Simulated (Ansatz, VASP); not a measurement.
Two plane-wave programs on SbMo

```
Mo Sb
1.0
     0.00000    2.71138    2.71138
     2.71138    0.00000    2.71138
     2.71138    2.71138    0.00000
Mo Sb
1 1
Cartesian
  2.7114 2.7114 2.7114
  0.0000 0.0000 0.0000
```

Alike in both runs: task single point; functional r2SCAN; k mesh 10 × 10 × 10; occupations gaussian, width 0.05 eV; no spin polarisation.

```csv
,VASP,Ansatz
version,VASP 6.6.1,Ansatz 0.2.0
potentials or method,"VASP PAW PBE potentials, release 64 (Mo_sv, Sb), cutoff 520 eV","scalar-relativistic, plane waves, PAW"
valence electrons in the cell,19,29
```

|  | VASP | Ansatz | Ansatz less VASP |
| --- | --- | --- | --- |
| gap on the k mesh at the Fermi level (eV) | none | none | - |
| pressure (GPa) | 6.0 | 5.9 | -0.09 |

VASP's potentials were made for PBE, not for r2SCAN. A gap of «none» marks a metal or a gap that the smearing closes. VASP's potentials hold 19 valence electrons a cell and Ansatz's 29, so a difference there can come from the potentials and not from the codes.

Spin-orbit coupling is off throughout.
